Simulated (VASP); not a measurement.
Crystal: MgO.

```
Mg O
1.0
     0.00000    2.10889    2.10889
     2.10889    0.00000    2.10889
     2.10889    2.10889    0.00000
Mg O
1 1
Direct
  0.00000 0.00000 0.00000
  0.50000 0.50000 0.50000
```

This cell differs from its parent crystal: strain +0.3%.

Program: VASP 6.6.1. Alike in all runs: task single point; potentials or basis VASP PAW PBE potentials, release 64 (Mg, O); no spin polarisation; cell as given; cutoff (eV) 520.

Order these runs on this cell by their band gap on the k mesh, lowest first.
A. level r2SCAN; k mesh 10 × 10 × 10; smearing gaussian 0.01 eV
B. level HSE06; k mesh 8 × 8 × 8; smearing gaussian 0.01 eV; grid for exact exchange (PRECFOCK) Normal; screening parameter 0.2079 1/Å
C. level PBE; k mesh 10 × 10 × 10; smearing fermi-dirac 0.02 eV

C (4.69 eV), A (5.56 eV), B (6.39 eV).
